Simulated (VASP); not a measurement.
# Ir in VASP: a series of runs

The runs below take Ir through single point, with LDA.

Program: VASP 6.6.1. These are calculated values, not measurements. Logs are shortened: lines on timing, memory, paths and dates and some standing lists are left out, and cuts for length are marked.

## 1. The cell of the first run

Symmetry: P4/nmm, No. 129, tetragonal system. The conventional cell has a = 2.695 Å, b = 2.695 Å, c = 3.811 Å, α = 90.00°, β = 90.00°, γ = 90.00°. Ir (site symmetry 4mm) has 12 Ir at 2.66 to 2.73 Å within 3.5 Å.

## 2. Single point, LDA (atoms displaced along a vibrational mode)

INCAR

```
SYSTEM = Ir
PREC     = Accurate       ! precision mode
ENCUT    = 520            ! plane-wave cutoff, eV
EDIFF    = 1E-6           ! SCF threshold, eV
ISMEAR   = 0              ! smearing method
SIGMA    = 0.15           ! smearing width, eV
LREAL    = .FALSE.        ! projectors in reciprocal space
LASPH    = .TRUE.         ! aspherical terms in the spheres
NELM     = 100            ! most SCF steps
ALGO     = Fast           ! electronic algorithm
ISIF     = 2              ! what is computed and relaxed
LWAVE    = .FALSE.        ! write WAVECAR
LCHARG   = .FALSE.        ! write CHGCAR
NBANDS   = 16             ! bands
```

KPOINTS

```
Automatic mesh
0
G
  16 16 12
  0 0 0
```

POSCAR

```
Ir
1.0
    0.0000000000     -1.9054060557     -1.9054060557
    0.0000000000      1.9054060557     -1.9054060557
    3.8108121114      0.0000000000      0.0000000000
Ir
2
Direct
    0.5000000000      0.5000000000      0.4943843991
    0.0000000000      0.0000000000      0.0056156009
```

Potentials or basis: VASP PAW LDA potentials, release 64 (Ir).

Run with:

```console
$ cat potpaw_LDA.64/Ir/POTCAR > POTCAR
$ mpirun -np 1 vasp_std > vasp.out
```

OUTCAR:

```text
SYSTEM = Ir
   PREC = Accurate
   ENCUT = 520
   EDIFF = 1E-6
   ISMEAR = 0
   LREAL = .FALSE.
   LASPH = .TRUE.
   NELM = 100
   ISIF = 2

 ion  position               nearest neighbor table
   1  0.500  0.500  0.494-   2 2.66   2 2.66   2 2.66   2 2.66   2 2.73   2 2.73   2 2.73   2 2.73

   2  0.000  0.000  0.006-   1 2.66   1 2.66   1 2.66   1 2.66   1 2.73   1 2.73   1 2.73   1 2.73

  LATTYP: Found a simple tetragonal cell.
 ALAT       =     2.6946510858
 C/A-ratio  =     1.4142135624

  Lattice vectors:

 A1 = (   0.0000000000,  -1.9054060557,  -1.9054060557)
 A2 = (   0.0000000000,   1.9054060557,  -1.9054060557)
 A3 = (   3.8108121114,   0.0000000000,   0.0000000000)

Analysis of symmetry for initial positions (statically):
=====================================================================
 Subroutine PRICEL returns:
 Original cell was already a primitive cell.

 Routine SETGRP: Setting up the symmetry group for a
 simple tetragonal supercell.

 Subroutine GETGRP returns: Found 16 space group operations
 (whereof  8 operations were pure point group operations)
 out of a pool of 16 trial point group operations.

The static configuration has the point symmetry C_4v.
 The point group associated with its full space group is D_4h.

Analysis of symmetry for dynamics (positions and initial velocities):
=====================================================================
 Subroutine PRICEL returns:
 Original cell was already a primitive cell.

 Routine SETGRP: Setting up the symmetry group for a
 simple tetragonal supercell.

 Subroutine GETGRP returns: Found 16 space group operations
 (whereof  8 operations were pure point group operations)
 out of a pool of 16 trial point group operations.

The dynamic configuration has the point symmetry C_4v.
 The point group associated with its full space group is D_4h.

 Subroutine INISYM returns: Found 16 space group operations
 (whereof  8 operations are pure point group operations),
 and found     1 'primitive' translations

----------------------------------------------------------------------------------------

                                     Primitive cell

  volume of cell :      27.6709

  direct lattice vectors                    reciprocal lattice vectors
     0.000000000 -1.905406056 -1.905406056     0.000000000 -0.262411258 -0.262411258
     0.000000000  1.905406056 -1.905406056     0.000000000  0.262411258 -0.262411258
     3.810812111  0.000000000  0.000000000     0.262411258  0.000000000  0.000000000

[... 72 lines left out ...]
   NGXF,Y,Z  is equivalent  to a cutoff of  24.68, 24.68, 24.43 a.u.
 SYSTEM =  Ir
   PREC   = accura    normal or accurate (medium, high low for compatibility)
   ISTART =      0    job   : 0-new  1-cont  2-samecut
   ICHARG =      2    charge: 1-file 2-atom 10-const
   ISPIN  =      1    spin polarized calculation?
   LNONCOLLINEAR =      F non collinear calculations
   LSORBIT =      F    spin-orbit coupling
   LASPH  =      T    aspherical Exc in radial PAW
   ENCUT  =  520.0 eV  38.22 Ry    6.18 a.u.   5.01  5.01  7.09*2*pi/ulx,y,z
   NELM   =    100;   NELMIN=  2; NELMDL= -5     # of ELM steps
   EDIFF  = 0.1E-05   stopping-criterion for ELM
   LREAL  =      F    real-space projection
[... 7 lines left out ...]
   TEBEG  =    0.0;   TEEND  =   0.0 temperature during run
   PSTRESS=    0.0 pullay stress
   NELECT =      18.0000    total number of electrons
   NUPDOWN=      -1.0000    fix difference up-down
   EMIN   =  10.00;   EMAX   =-10.00  energy-range for DOS
   EFERMI =   0.00;   METHOD = LEGACY
   ISMEAR =     0;   SIGMA  =   0.15  broadening in eV -4-tet -1-fermi 0-gaus
   EFERMI_NEDOS =   21; number of points for ismear=-14 and -15
   IALGO  =     68    algorithm
   IMIX   =      4    mixing-type and parameters
     AMIX     =   0.40;   BMIX     =  1.00
     AMIX_MAG =   1.60;   BMIX_MAG =  1.00
  volume/ion in A,a.u.               =      13.84        93.37
  Fermi-wavevector in a.u.,A,eV,Ry     =   1.418485  2.680548 27.376284  2.012100
  Thomas-Fermi vector in A             =   2.539606
   LORBIT       =      0    0 simple, 1 ext, 2 COOP (PROOUT), +10 PAW based schemes
   GGA     = CA    functional components
   LHFCALC =     F    Hartree Fock is set to
   AEXX    =    0.0000 exact exchange contribution
   IVDW    =     0    specifies the selected vdW correction
   LEPSILON=     F    determine dielectric tensor
   LRPA    =     F    only Hartree local field effects (RPA)
 non-spin polarized calculation
 RMM-DIIS sequential band-by-band and
 Gauss-broadening in eV      SIGMA  =   0.15
  energy-cutoff  :      520.00
  volume of cell :       27.67
 maximum number of plane-waves:       776
   NGX = 11   NGY = 11   NGZ = 15

 number of electron      18.0000001 magnetization

 Free energy of the ion-electron system (eV)
  ---------------------------------------------------
  ext. energy  EPLUGINS =         0.00000000
  ---------------------------------------------------
  free energy    TOTEN  =       -20.64154502 eV

  energy without entropy =      -20.62005133  energy(sigma->0) =      -20.63079817

 E-fermi :  10.6991     XC(G=0): -14.2674

 val. band max:       10.6863881382   @ k =   0.3750   0.1875   0.3333
 cond. band min:      10.6996617627   @ k =   0.3125   0.1875   0.3333
 fundamental gap:      0.0132736246
 Fermi energy:        10.6991211080

 k-point     1 :       0.0000    0.0000    0.0000
  band No.  band energies     occupation
      1      -0.6394      2.00000
      2       2.5243      2.00000
      3       3.0810      2.00000
      4       6.6525      2.00000
      5       6.6525      2.00000
      6       6.6574      2.00000
[... 433 lines left out ...]
      3       5.0015      2.00000
      4       5.0015      2.00000
      5       5.6817      2.00000
      6       5.6817      2.00000
[... 8 lines left out ...]
     15      25.1817      0.00000
     16      25.1817      0.00000

 [... further k-points ...]
[... 5 lines left out ...]
  --------------------------------------------------------------------------------------
  -------------------------------------------------------------------------------------
  Total        0.5716433      0.5726176      0.5726176      0.0000000      0.0000000     -0.0000000
  in kB       33.0988653     33.1552793     33.1552793      0.0000000      0.0000000     -0.0000000
  external PRESSURE =      33.1364747 kB  Pullay stress =       0.0000000 kB

 VOLUME and BASIS-vectors are now :
 -----------------------------------------------------------------------------
  energy-cutoff  :      520.00
  volume of cell :       27.67
      direct lattice vectors                 reciprocal lattice vectors
     0.000000000 -1.905406056 -1.905406056     0.000000000 -0.262411258 -0.262411258
     0.000000000  1.905406056 -1.905406056     0.000000000  0.262411258 -0.262411258
     3.810812111  0.000000000  0.000000000     0.262411258  0.000000000  0.000000000

 POSITION                                       TOTAL-FORCE (eV/Angst)
 -----------------------------------------------------------------------------------
      1.88401      0.00000     -1.90541         0.591661      0.000000      0.000000
      0.02140      0.00000      0.00000        -0.591661     -0.000000     -0.000000
 -----------------------------------------------------------------------------------
    total drift:                                0.000000      0.000000      0.000000

  FREE ENERGIE OF THE ION-ELECTRON SYSTEM (eV)
  ---------------------------------------------------
  free  energy   TOTEN  =       -20.6415450169 eV

  energy  without entropy=      -20.6200513256  energy(sigma->0) =      -20.63079817
```

OSZICAR:

```text
N       E                     dE             d eps       ncg     rms          rms(c)
DAV:   1     0.148499835279E+03    0.14850E+03   -0.82340E+03 10144   0.112E+03
DAV:   2    -0.179028187737E+02   -0.16640E+03   -0.14971E+03 10080   0.314E+02
DAV:   3    -0.218083259255E+02   -0.39055E+01   -0.38626E+01 13992   0.590E+01
DAV:   4    -0.218544344262E+02   -0.46109E-01   -0.46098E-01 11480   0.535E+00
DAV:   5    -0.218558000736E+02   -0.13656E-02   -0.13656E-02 13976   0.954E-01    0.237E+01
RMM:   6    -0.208314952187E+02    0.10243E+01   -0.10539E+00 10236   0.114E+01    0.918E+00
RMM:   7    -0.206484592026E+02    0.18304E+00   -0.57662E-01 10640   0.569E+00    0.209E+00
RMM:   8    -0.206520160647E+02   -0.35569E-02   -0.78648E-02 11754   0.308E+00    0.198E+00
RMM:   9    -0.206530915510E+02   -0.10755E-02   -0.21839E-02 11965   0.117E+00    0.126E+00
RMM:  10    -0.206423458976E+02    0.10746E-01   -0.16082E-02 10681   0.176E+00    0.142E+00
RMM:  11    -0.206422858513E+02    0.60046E-04   -0.14280E-03 11767   0.275E-01    0.930E-01
RMM:  12    -0.206418996412E+02    0.38621E-03   -0.42695E-04 11360   0.245E-01    0.600E-01
RMM:  13    -0.206417149545E+02    0.18469E-03   -0.17440E-04 11397   0.122E-01    0.452E-01
RMM:  14    -0.206416445891E+02    0.70365E-04   -0.70206E-05 11961   0.660E-02    0.354E-01
RMM:  15    -0.206415468303E+02    0.97759E-04   -0.23097E-04 14603   0.151E-01    0.508E-02
RMM:  16    -0.206415447551E+02    0.20752E-05   -0.14820E-05 12143   0.329E-02    0.116E-02
RMM:  17    -0.206415450169E+02   -0.26181E-06   -0.23885E-06  8293   0.123E-02
   1 F= -.20641545E+02 E0= -.20630798E+02  d E =-.214937E-01
```

stdout:

```text
POSCAR found type information on POSCAR Ir
 POSCAR found :  1 types and       2 ions
 scaLAPACK will be used
 LDA part: xc-table for (Slater(with rela. corr.)+CA(PZ))
 , standard interpolation
 POSCAR, INCAR and KPOINTS ok, starting setup
 FFT: planning ... GRIDC
 FFT: planning ... GRID_SOFT
 FFT: planning ... GRID
 WAVECAR not read
 entering main loop
```

Wall time 71 s (1 thread of AMD EPYC 9R45 (Zen 5), shared host); peak memory 0.19 GiB.

Results:

```
Free energy            : -20.6415 eV
Pressure               : 3.3 GPa
Largest force          : 0.592 eV/Å
Band gap on the k mesh : zero (bands 9 and 10 overlap by 3.35 eV)
```

Forces on the atoms (eV/Å):
```
Ir   0.592  0.000  0.000
Ir  -0.592  0.000  0.000
```

Caveat: the cell differs from its parent crystal (atoms displaced along a vibrational mode); the cell stands under pressure; spin-orbit coupling is left out, which moves the levels of the heavy elements.

## 3. Single point, LDA (atoms displaced along a vibrational mode)

INCAR

```
SYSTEM = Ir
PREC     = Accurate       ! precision mode
ENCUT    = 520            ! plane-wave cutoff, eV
EDIFF    = 1E-6           ! SCF threshold, eV
ISMEAR   = 0              ! smearing method
SIGMA    = 0.15           ! smearing width, eV
LREAL    = .False.        ! projectors in reciprocal space
LASPH    = .True.         ! aspherical terms in the spheres
NELM     = 100            ! most SCF steps
ALGO     = Fast           ! electronic algorithm
ISIF     = 2              ! what is computed and relaxed
LWAVE    = .False.        ! write WAVECAR
LCHARG   = .True.         ! write CHGCAR
LELF     = .True.         ! ELF
LVHAR    = .True.       
NBANDS   = 16             ! bands
```

KPOINTS

```
Automatic mesh
0
Gamma
  16 16 12
  0 0 0
```

POSCAR

```
Ir
1.0
    0.0000000000     -1.9054060557     -1.9054060557
    0.0000000000      1.9054060557     -1.9054060557
    3.8108121114      0.0000000000      0.0000000000
Ir
2
Direct
    0.5000000000      0.5000000000      0.4887687982
    0.0000000000      0.0000000000      0.0112312018
```

Potentials or basis: VASP PAW LDA potentials, release 64 (Ir).

Run with:

```console
$ cat potpaw_LDA.64/Ir/POTCAR > POTCAR
$ mpirun -np 1 vasp_std > vasp.out
```

Run time: 72 s. Hardware: 1 thread of AMD EPYC 9R45 (Zen 5), shared host; peak memory 0.19 GiB.

Results (log left out):

- Free energy: -20.6031 eV
- Pressure: 4.4 GPa
- Largest force: 1.212 eV/Å
- Band gap on the k mesh: zero (bands 9 and 10 overlap by 3.19 eV)

Forces in eV/Å, atoms in the order of the input:
```
Ir   1.212  0.000  0.000
Ir  -1.212  0.000  0.000
```

Stress tensor (GPa, compression positive):
```
4.70 0.00 0.00
0.00 4.27 0.00
0.00 0.00 4.27
```

Levels at points of the mesh, in eV from the Fermi level:
```csv
k point,band 7,band 8,band 9,band 10,band 11,band 12
"(0.00, 0.00, 0.00)",-1.28,-1.28,0.93,1.52,1.52,1.84
"(0.50, 0.00, 0.00)",-2.70,-2.70,-1.30,-1.30,2.96,2.96
"(0.50, 0.50, 0.00)",1.49,1.49,1.51,1.51,1.74,1.74
"(0.00, 0.00, 0.50)",-2.29,-2.29,-1.67,-1.67,-0.52,0.01
"(0.50, 0.00, 0.50)",-0.79,-0.79,0.92,0.92,0.96,0.96
"(0.50, 0.50, 0.50)",-1.83,-1.83,1.52,1.52,8.37,8.37
```

Caveat: the cell differs from its parent crystal (atoms displaced along a vibrational mode); the cell stands under pressure; spin-orbit coupling is left out, which moves the levels of the heavy elements; forces of over 1 eV/Å act on the atoms, so gaps and moduli don't describe the material at rest.

## 4. Single point, LDA (atoms displaced along a vibrational mode)

INCAR

```
SYSTEM = Ir
ALGO = Fast
EDIFF = 1E-6
ENCUT = 520
ISIF = 2
ISMEAR = 0
LASPH = .TRUE.
LCHARG = .TRUE.
LELF = .TRUE.
LREAL = .FALSE.
LVHAR = .TRUE.
LWAVE = .FALSE.
NBANDS = 16
NELM = 80
PREC = Accurate
SIGMA = 0.15
```

KPOINTS

```
k-points
0
G
  16 16 12
  0 0 0
```

POSCAR

```
Ir
1.0
    0.0000000000     -1.9054060557     -1.9054060557
    0.0000000000      1.9054060557     -1.9054060557
    3.8108121114      0.0000000000      0.0000000000
Ir
2
Direct
    0.5050382962      0.4949617038      0.5000000000
   -0.0050382962      0.0050382962      0.0000000000
```

Run with:

```console
$ cat potpaw_LDA.64/Ir/POTCAR > POTCAR
$ mpirun -np 1 vasp_std > vasp.out
```

Run time: 1.8 min. Hardware: 1 thread of AMD EPYC 9R45 (Zen 5), shared host; peak memory 0.25 GiB.

The run converged. Its results:

```
Free energy            : -20.6480 eV
Pressure               : 3.0 GPa
Largest force          : 0.321 eV/Å
Band gap on the k mesh : zero (bands 9 and 10 overlap by 3.50 eV)
```

Forces in eV/Å, atoms in the order of the input:
```
Ir   0.000  0.321  0.000
Ir   0.000 -0.321  0.000
```

Stress tensor (GPa, compression positive):
```
3.03 0.00 0.00
0.00 3.20 0.00
0.00 0.00 2.84
```

Levels at points of the mesh, in eV from the Fermi level:
```csv
k point,band 6,band 7,band 8,band 9,band 10,band 11,band 12,band 13
"(0.00, 0.00, 0.00)",-4.03,-1.22,-1.21,0.93,1.53,1.55,1.75,10.84
"(0.50, 0.00, 0.00)",-4.63,-2.52,-2.48,-1.56,-1.29,2.90,3.08,11.70
"(0.50, 0.50, 0.00)",0.94,1.53,1.54,1.55,1.55,1.75,1.82,10.81
"(0.00, 0.00, 0.50)",-3.14,-1.95,-1.95,-1.95,-1.95,-0.21,-0.21,17.99
"(0.50, 0.00, 0.50)",-4.13,-0.76,-0.76,0.94,0.94,0.96,0.96,7.51
"(0.50, 0.50, 0.50)",-5.03,-1.84,-1.84,1.55,1.55,8.39,8.39,9.27
```

Caveat: the cell differs from its parent crystal (atoms displaced along a vibrational mode); the cell stands under pressure; spin-orbit coupling is left out, which moves the levels of the heavy elements.

## 5. Summary

```tsv
cell	gap on the mesh (eV)	pressure (GPa)	largest force (eV/Å)
as given, atomic positions A	none	3.3	0.59
as given, atomic positions B	none	4.4	1.21
as given, atomic positions C	none	3.0	0.32
```

Alike in all rows: task single point; level LDA; potentials or basis VASP PAW LDA potentials, release 64 (Ir); no spin polarisation; k mesh 16 × 16 × 12; cutoff (eV) 520; smearing gaussian 0.15 eV.

Caveats: the cell stands under pressure; spin-orbit coupling is left out, which moves the levels of the heavy elements; forces of over 1 eV/Å act on the atoms, so gaps and moduli don't describe the material at rest (at least some runs).

Absolute energies hang on the potentials; compare differences alone.
